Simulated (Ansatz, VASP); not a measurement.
**Two plane-wave programs on TaVN2**

Contents of INCAR:

```
PREC     = Accurate       # precision mode
ENCUT    = 520            # plane-wave cutoff, eV
EDIFF    = 1E-7           # SCF threshold, eV
ISMEAR   = 0              # smearing method
SIGMA    = 0.1            # smearing width, eV
LREAL    = F              # projectors in reciprocal space
LASPH    = T              # aspherical terms in the spheres
NELM     = 150            # most SCF steps
ALGO     = Normal         # electronic algorithm
ISIF     = 2              # what is computed and relaxed
LWAVE    = F              # write WAVECAR
LCHARG   = T              # write CHGCAR
ISPIN    = 2              # spin polarisation
MAGMOM   = 0 2 0 0        # initial moments
LORBIT   = 11             # projections on sites
LMAXMIX  = 4              # l up to which the mixer works
GGA      = PE             # functional
LELF     = T              # ELF
LVHAR    = T            
NBANDS   = 29             # bands
```

KPOINTS

```
Automatic mesh
0
Gamma
  6 6 4
```

POSCAR

```
TaVN2
1.0
    3.0498669100      0.0000000000      0.0000000000
    0.0000000000      3.0498669100      0.0000000000
    0.0000000000      0.0000000000      4.2960619900
Ta V N
1 1 2
Direct
    0.0000000000      0.0000000000      0.0000000000
    0.5000000000      0.5000000000      0.5000000000
    0.0000000000      0.0000000000      0.5000000000
    0.5000000000      0.5000000000      0.0000000000
```

Input for Ansatz:

```yaml
crystal:
  lattice:
    - [3.04986691, 0.0, 0.0]
    - [0.0, 3.04986691, 0.0]
    - [0.0, 0.0, 4.29606199]
  atoms:
    - { symbol: Ta, position: [0.0, 0.0, 0.0] }
    - { symbol: V, position: [0.5, 0.5, 0.5], spin: 2.0 }
    - { symbol: "N", position: [0.0, 0.0, 0.5] }
    - { symbol: "N", position: [0.5, 0.5, 0.0] }
basis:
  ecutwfc: 420
kpoints:
  mp_grid: { grid: [6, 6, 4] }
hamiltonian:
  xc: pbe
scf:
  occupations: { method: gaussian, width: 0.1 }
  lower_state_search: "off"
output:
  forces: true
  stress: true
  eigenvalues: true
  populations: true
magnetization:
  spin_polarized: true
```

Alike in both runs: task single point; functional PBE; k mesh 6 × 6 × 4; occupations gaussian, width 0.1 eV; collinear spin.

|  | VASP | Ansatz |
| --- | --- | --- |
| version | VASP 6.6.1 | Ansatz 0.2.0 |
| potentials or method | VASP PAW PBE potentials, release 64 (Ta_pv, V_sv, N), cutoff 520 eV | scalar-relativistic, plane waves, PAW |
| valence electrons in the cell | 34 | 36 |

```csv
,VASP,Ansatz,Ansatz less VASP
gap on the k mesh at the Fermi level (eV),none,none,-
pressure (GPa),-0.2,-0.9,-0.69
"traceless stress, the component that is largest in VASP (GPa)",-2.96,-3.01,-0.047
net moment per atom (μB),0.29,0.29,0.000
size of the moment on the site where the two differ most (μB),1.12,0.96,-0.156
```

Site moments also hang on the region over which each program counts them. A gap of «none» marks a metal or a gap that the smearing closes. VASP's potentials hold 34 valence electrons a cell and Ansatz's 36, so a difference there can come from the potentials and not from the codes.

The k mesh is coarse, so the values compare programs but aren't converged. Neither program's run includes spin-orbit coupling.
